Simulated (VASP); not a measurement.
# TiO2 (P4_2/mnm) in VASP: further runs

The runs below take TiO2 through single point, with PBE.

Everything below comes from runs of VASP 6.6.1. Logs are shortened: lines on timing, memory, paths and dates and some standing lists are left out, and cuts for length are marked.

**The experiment to reproduce.**

“Shallow Valence Band of Rutile GeO2 and P-type Doping”, 2020, arxiv:2011.08928 quotes, for a bulk crystal of TiO2 at 1.6 K: band gap 3.03 eV (direct).

How close the calculation comes is told below.

### 1 The cell of the first run

Symmetry: P4_2/mnm, No. 136, tetragonal system. The conventional cell has a = 4.860 Å, b = 4.860 Å, c = 2.727 Å, α = 90.00°, β = 90.00°, γ = 90.00°. Ti (site symmetry mmm) has 6 O at 1.91 to 2.10 Å within 2.5 Å. Within 2.5 Å of O (site symmetry m2m) lie 3 Ti at 1.91 to 2.10 Å.

### 2 Single point, PBE

Input file INCAR:

```
  PREC = Accurate
  ENCUT = 520
  EDIFF = 1E-6
  ISMEAR = 0
  SIGMA = 0.05
  LREAL = F
  LASPH = T
  NELM = 60
  ALGO = Normal
  ISIF = 2
  LWAVE = F
  LCHARG = T
  GGA = PE
  LELF = T
  LVHAR = T
  NBANDS = 33
```

Input file KPOINTS:

```
regular mesh
0
Gamma
  6 6 10
```

Input file POSCAR:

```
TiO2
1.0
    4.8601000000      0.0000000000      0.0000000000
    0.0000000000      4.8601000000      0.0000000000
    0.0000000000      0.0000000000      2.7268000000
Ti O
2 4
Direct
    0.0000000000      0.0000000000      0.0000000000
    0.5000000000      0.5000000000      0.5000000000
    0.3050970583      0.3050970583      0.0000000000
    0.1949029417      0.8050970583      0.5000000000
    0.6949029417      0.6949029417      0.0000000000
    0.8050970583      0.1949029417      0.5000000000
```

Potentials or basis: VASP PAW PBE potentials, release 64 (Ti_sv, O).

On the command line:

```console
cat potpaw_PBE.64/Ti_sv/POTCAR potpaw_PBE.64/O/POTCAR > POTCAR
mpirun -np 1 vasp_std > vasp.out
```

OUTCAR:

```text
PREC = Accurate
   ENCUT = 520
   EDIFF = 1E-6
   ISMEAR = 0
   LREAL = F
   LASPH = T
   NELM = 60
   ISIF = 2
   GGA = PE

 ion  position               nearest neighbor table
   1  0.000  0.000  0.000-   4 1.91   6 1.91   4 1.91   6 1.91   5 2.10   3 2.10
   2  0.500  0.500  0.500-   3 1.91   5 1.91   3 1.91   5 1.91   4 2.10   6 2.10
   3  0.305  0.305  0.000-   2 1.91   2 1.91   1 2.10
   4  0.195  0.805  0.500-   1 1.91   1 1.91   2 2.10
   5  0.695  0.695  0.000-   2 1.91   2 1.91   1 2.10
   6  0.805  0.195  0.500-   1 1.91   1 1.91   2 2.10

  LATTYP: Found a simple tetragonal cell.
 ALAT       =     4.8601000000
 C/A-ratio  =     0.5610584144

  Lattice vectors:

 A1 = (   4.8601000000,   0.0000000000,   0.0000000000)
 A2 = (   0.0000000000,   4.8601000000,   0.0000000000)
 A3 = (   0.0000000000,   0.0000000000,   2.7268000000)

Analysis of symmetry for initial positions (statically):
=====================================================================
 Subroutine PRICEL returns:
 Original cell was already a primitive cell.

 Routine SETGRP: Setting up the symmetry group for a
 simple tetragonal supercell.

 Subroutine GETGRP returns: Found 16 space group operations
 (whereof  8 operations were pure point group operations)
 out of a pool of 16 trial point group operations.

The static configuration has the point symmetry D_2h.
 The point group associated with its full space group is D_4h.

Analysis of symmetry for dynamics (positions and initial velocities):
=====================================================================
 Subroutine PRICEL returns:
 Original cell was already a primitive cell.

 Routine SETGRP: Setting up the symmetry group for a
 simple tetragonal supercell.

 Subroutine GETGRP returns: Found 16 space group operations
 (whereof  8 operations were pure point group operations)
 out of a pool of 16 trial point group operations.

The dynamic configuration has the point symmetry D_2h.
 The point group associated with its full space group is D_4h.

 Subroutine INISYM returns: Found 16 space group operations
 (whereof  8 operations are pure point group operations),
 and found     1 'primitive' translations

----------------------------------------------------------------------------------------

                                     Primitive cell

  volume of cell :      64.4086

  direct lattice vectors                    reciprocal lattice vectors
     4.860100000  0.000000000  0.000000000     0.205757083  0.000000000  0.000000000
     0.000000000  4.860100000  0.000000000     0.000000000  0.205757083  0.000000000
     0.000000000  0.000000000  2.726800000     0.000000000  0.000000000  0.366730233

  length of vectors
     4.860100000  4.860100000  2.726800000     0.205757083  0.205757083  0.366730233

  position of ions in fractional coordinates (direct lattice)
     0.000000000  0.000000000  0.000000000
     0.500000000  0.500000000  0.500000000
     0.305097058  0.305097058  0.000000000
     0.194902942  0.805097058  0.500000000
     0.694902942  0.694902942  0.000000000
     0.805097058  0.194902942  0.500000000

  ion indices of the primitive-cell ions
   primitive index   ion index
                 1           1
                 2           2
                 3           3
                 4           4
                 5           5
                 6           6

----------------------------------------------------------------------------------------

 KPOINTS: regular mesh

Automatic generation of k-mesh.
 Grid dimensions read from file:
 generate k-points for:    6    6   10

 Generating k-lattice:

  Cartesian coordinates                     Fractional coordinates (reciprocal lattice)
     0.034292847  0.000000000  0.000000000     0.166666667  0.000000000  0.000000000
     0.000000000  0.034292847  0.000000000     0.000000000  0.166666667  0.000000000
     0.000000000  0.000000000  0.036673023     0.000000000  0.000000000  0.100000000

  Length of vectors
     0.034292847  0.034292847  0.036673023

  Shift w.r.t. Gamma in fractional coordinates (k-lattice)
     0.000000000  0.000000000  0.000000000

 Subroutine IBZKPT returns following result:
 ===========================================

 Found     60 irreducible k-points:

 Following reciprocal coordinates:
            Coordinates               Weight
  0.000000  0.000000  0.000000      1.000000
  0.166667  0.000000  0.000000      4.000000
  0.333333  0.000000  0.000000      4.000000
  0.500000  0.000000  0.000000      2.000000
  0.166667  0.166667  0.000000      4.000000
  0.333333  0.166667  0.000000      8.000000
[... 16 lines left out ...]
  0.333333  0.000000  0.200000      8.000000
  0.500000  0.000000  0.200000      4.000000
 [... further k-points ...]
   k-points           NKPTS =     60   k-points in BZ     NKDIM =     60   number of bands    NBANDS=     33
   number of dos      NEDOS =    301   number of ions     NIONS =      6
   total plane-waves  NPLWV =  25920
   dimension x,y,z NGX =    36 NGY =   36 NGZ =   20
   dimension x,y,z NGXF=    72 NGYF=   72 NGZF=   40
   ions per type =               2   4
   NGX,Y,Z   is equivalent  to a cutoff of  12.31, 12.31, 12.19 a.u.
   NGXF,Y,Z  is equivalent  to a cutoff of  24.63, 24.63, 24.39 a.u.
 SYSTEM =  unknown system
   PREC   = accura    normal or accurate (medium, high low for compatibility)
   ISTART =      0    job   : 0-new  1-cont  2-samecut
   ICHARG =      2    charge: 1-file 2-atom 10-const
   ISPIN  =      1    spin polarized calculation?
   LNONCOLLINEAR =      F non collinear calculations
   LSORBIT =      F    spin-orbit coupling
   LASPH  =      T    aspherical Exc in radial PAW
   ENCUT  =  520.0 eV  38.22 Ry    6.18 a.u.   9.04  9.04  5.07*2*pi/ulx,y,z
   NELM   =     60;   NELMIN=  2; NELMDL= -5     # of ELM steps
   EDIFF  = 0.1E-05   stopping-criterion for ELM
   LREAL  =      F    real-space projection
   EDIFFG = 0.1E-04   stopping-criterion for IOM
   NSW    =      0    number of steps for IOM
   IBRION =     -1    ionic relax: 0-MD 1-quasi-New 2-CG
   NFREE  =      0    steps in history (QN), initial steepest desc. (CG)
   ISIF   =      2    stress and relaxation
   ISYM   =      2    0-nonsym 1-usesym 2-fastsym
   POTIM  = 0.5000    time-step for ionic-motion
   TEBEG  =    0.0;   TEEND  =   0.0 temperature during run
   PSTRESS=    0.0 pullay stress
   NELECT =      48.0000    total number of electrons
   NUPDOWN=      -1.0000    fix difference up-down
   EMIN   =  10.00;   EMAX   =-10.00  energy-range for DOS
   EFERMI =   0.00;   METHOD = LEGACY
   ISMEAR =     0;   SIGMA  =   0.05  broadening in eV -4-tet -1-fermi 0-gaus
   EFERMI_NEDOS =   21; number of points for ismear=-14 and -15
   IALGO  =     38    algorithm
   IMIX   =      4    mixing-type and parameters
     AMIX     =   0.40;   BMIX     =  1.00
     AMIX_MAG =   1.60;   BMIX_MAG =  1.00
  volume/ion in A,a.u.               =      10.73        72.44
  Fermi-wavevector in a.u.,A,eV,Ry     =   1.484251  2.804828 29.973648  2.203001
  Thomas-Fermi vector in A             =   2.597811
   LORBIT       =      0    0 simple, 1 ext, 2 COOP (PROOUT), +10 PAW based schemes
   GGA     = PE    functional components
   LHFCALC =     F    Hartree Fock is set to
   AEXX    =    0.0000 exact exchange contribution
   IVDW    =     0    specifies the selected vdW correction
   LEPSILON=     F    determine dielectric tensor
   LRPA    =     F    only Hartree local field effects (RPA)
 non-spin polarized calculation
 Gauss-broadening in eV      SIGMA  =   0.05
  energy-cutoff  :      520.00
  volume of cell :       64.41
 maximum number of plane-waves:      1760
   NGX = 19   NGY = 19   NGZ = 11

 number of electron      47.9999979 magnetization

 Free energy of the ion-electron system (eV)
  ---------------------------------------------------
  ext. energy  EPLUGINS =         0.00000000
  ---------------------------------------------------
  free energy    TOTEN  =       -53.03181146 eV

  energy without entropy =      -53.03181146  energy(sigma->0) =      -53.03181146

 E-fermi :   4.3740     XC(G=0): -11.1864

 val. band max:        4.0710626656   @ k =   0.0000   0.0000   0.0000
 cond. band min:       5.9082499612   @ k =   0.5000   0.5000   0.0000
 fundamental gap:      1.8371872956
 Fermi energy:         4.3740058161

 k-point     1 :       0.0000    0.0000    0.0000
  band No.  band energies     occupation
      1     -52.4179      2.00000
      2     -52.4072      2.00000
      3     -28.7118      2.00000
      4     -28.7118      2.00000
      5     -28.5712      2.00000
      6     -28.5712      2.00000
[... 25 lines left out ...]
     32      11.1009      0.00000
     33      11.2270      0.00000

 k-point     2 :       0.1667    0.0000    0.0000
  band No.  band energies     occupation
      1     -52.4172      2.00000
      2     -52.4079      2.00000
      3     -28.7055      2.00000
      4     -28.7052      2.00000
      5     -28.5783      2.00000
      6     -28.5780      2.00000
[... 25 lines left out ...]
     32      11.0512      0.00000
     33      11.0783      0.00000

 k-point     3 :       0.3333    0.0000    0.0000
  band No.  band energies     occupation
      1     -52.4152      2.00000
      2     -52.4098      2.00000
      3     -28.6901      2.00000
      4     -28.6893      2.00000
      5     -28.5953      2.00000
      6     -28.5945      2.00000
[... 25 lines left out ...]
     32      10.5543      0.00000
     33      10.9469      0.00000

 k-point     4 :       0.5000    0.0000    0.0000
  band No.  band energies     occupation
      1     -52.4125      2.00000
      2     -52.4125      2.00000
      3     -28.6793      2.00000
      4     -28.6793      2.00000
      5     -28.6058      2.00000
      6     -28.6058      2.00000
[... 673 lines left out ...]
     32      10.3048      0.00000
     33      10.8110      0.00000

 k-point    23 :       0.3333    0.0000    0.2000
  band No.  band energies     occupation
      1     -52.3818      2.00000
      2     -52.3774      2.00000
      3     -28.6841      2.00000
      4     -28.6762      2.00000
      5     -28.6231      2.00000
      6     -28.6191      2.00000
[... 25 lines left out ...]
     32       9.7656      0.00000
     33      10.8227      0.00000

 k-point    24 :       0.5000    0.0000    0.2000
  band No.  band energies     occupation
      1     -52.3796      2.00000
      2     -52.3796      2.00000
      3     -28.6816      2.00000
      4     -28.6816      2.00000
      5     -28.6093      2.00000
      6     -28.6093      2.00000
[... 25 lines left out ...]
     32       9.3791      0.00000
     33      10.9891      0.00000

 [... further k-points ...]
[... 5 lines left out ...]
  --------------------------------------------------------------------------------------
  -------------------------------------------------------------------------------------
  Total       -2.6984091     -2.6984091     13.2089260      0.0000000      0.0000000      0.0000000
  in kB      -67.1235142    -67.1235142    328.5749078      0.0000000      0.0000000      0.0000000
  external PRESSURE =      64.7759598 kB  Pullay stress =       0.0000000 kB

 VOLUME and BASIS-vectors are now :
 -----------------------------------------------------------------------------
  energy-cutoff  :      520.00
  volume of cell :       64.41
      direct lattice vectors                 reciprocal lattice vectors
     4.860100000  0.000000000  0.000000000     0.205757083  0.000000000  0.000000000
     0.000000000  4.860100000  0.000000000     0.000000000  0.205757083  0.000000000
     0.000000000  0.000000000  2.726800000     0.000000000  0.000000000  0.366730233

 POSITION                                       TOTAL-FORCE (eV/Angst)
 -----------------------------------------------------------------------------------
      0.00000      0.00000      0.00000        -0.000000      0.000000     -0.000000
      2.43005      2.43005      1.36340        -0.000000      0.000000     -0.000000
      1.48280      1.48280      0.00000        -0.026633     -0.026633     -0.000000
      0.94725      3.91285      1.36340         0.026633     -0.026633     -0.000000
      3.37730      3.37730      0.00000         0.026633      0.026633      0.000000
      3.91285      0.94725      1.36340        -0.026633      0.026633      0.000000
 -----------------------------------------------------------------------------------
    total drift:                               -0.000000      0.000000     -0.000000

  FREE ENERGIE OF THE ION-ELECTRON SYSTEM (eV)
  ---------------------------------------------------
  free  energy   TOTEN  =       -53.0318114604 eV

  energy  without entropy=      -53.0318114604  energy(sigma->0) =      -53.03181146
```

It took 85 s on 1 thread of Intel Xeon Platinum 8488C (Sapphire Rapids), shared host; peak memory 0.22 GiB.

What came out:

```yaml
Free_energy: -53.0318 eV
Pressure: 6.5 GPa
Largest_force: 0.038 eV/Å
Band_gap_on_the_k_mesh: 1.84 eV, indirect (least direct gap 1.85 eV)
```

Forces on the atoms (eV/Å):
```
Ti   0.000  0.000  0.000
Ti   0.000  0.000  0.000
O   -0.027 -0.027  0.000
O    0.027 -0.027  0.000
O    0.027  0.027  0.000
O   -0.027  0.027  0.000
```

Stress tensor (GPa, compression positive):
```
-6.71  0.00  0.00
 0.00 -6.71  0.00
 0.00  0.00 32.86
```

Levels at points of the mesh, in eV from the valence-band top:
```csv
k point,band 20,band 21,band 22,band 23,band 24,band 25,band 26,band 27,band 28,band 29
"(0.00, 0.00, 0.00)",-0.80,-0.34,-0.34,-0.20,0.00,1.85,1.98,3.20,3.20,3.25
"(0.50, 0.00, 0.00)",-2.75,-0.64,-0.64,-0.57,-0.57,2.51,2.51,3.50,3.50,4.15
"(0.50, 0.50, 0.00)",-2.17,-0.93,-0.93,-0.38,-0.38,1.84,1.84,3.21,3.21,4.39
"(0.00, 0.00, 0.50)",-2.99,-1.58,-1.58,-1.33,-1.33,3.10,3.10,3.69,3.69,4.45
"(0.50, 0.00, 0.50)",-1.93,-1.90,-1.90,-0.75,-0.75,2.23,2.23,3.96,3.96,4.35
"(0.50, 0.50, 0.50)",-2.93,-0.87,-0.87,-0.69,-0.69,2.87,2.87,3.32,3.32,4.45
```

(Continued in part 2 of 2.)
